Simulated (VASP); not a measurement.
A run of VASP 6.6.1 is set up as follows.

File INCAR:

```
SYSTEM = Os
PREC     = Accurate       ! precision mode
ENCUT    = 520            ! plane-wave cutoff, eV
EDIFF    = 1E-6           ! SCF threshold, eV
ISMEAR   = -1             ! smearing method
SIGMA    = 0.1            ! smearing width, eV
LREAL    = .False.        ! projectors in reciprocal space
LASPH    = .True.         ! aspherical terms in the spheres
NELM     = 60             ! most SCF steps
ALGO     = Normal         ! electronic algorithm
ISIF     = 2              ! what is computed and relaxed
LWAVE    = .False.        ! write WAVECAR
LCHARG   = .False.        ! write CHGCAR
GGA      = RP             ! functional
NBANDS   = 15             ! bands
```

The input KPOINTS:

```
regular mesh
0
Gamma
  21 21 12
  0 0 0
```

File POSCAR:

```
Os
1.0
    2.6501032658      0.0000000000      0.0000000000
   -1.3250516329      2.2950567508      0.0000000000
    0.0000000000      0.0000000000      4.1752199245
Os
2
Direct
    0.3333333333      0.6666666667      0.2500000000
    0.6666666667      0.3333333333      0.7500000000
```

Potentials or basis: VASP PAW PBE potentials, release 64 (Os).

Command:

```bash
$ cat potpaw_PBE.64/Os/POTCAR > POTCAR
$ mpirun -np 1 vasp_std > vasp.out
```

Problem. Predict the band gap on the k mesh.

Solution. Zero (bands 8 and 9 overlap by 4.55 eV).

Problem. What does it give for the pressure?

Solution. 67.7 GPa.

Stress tensor (GPa, compression positive):
```
65.72  0.00  0.00
 0.00 65.72  0.00
 0.00  0.00 71.53
```

Caveat: the stress differs along the axes, from 66 to 72 GPa; the PAW data sets were made with another functional, which shifts forces and pressure a little; spin-orbit coupling is left out, which moves the levels of the heavy elements.
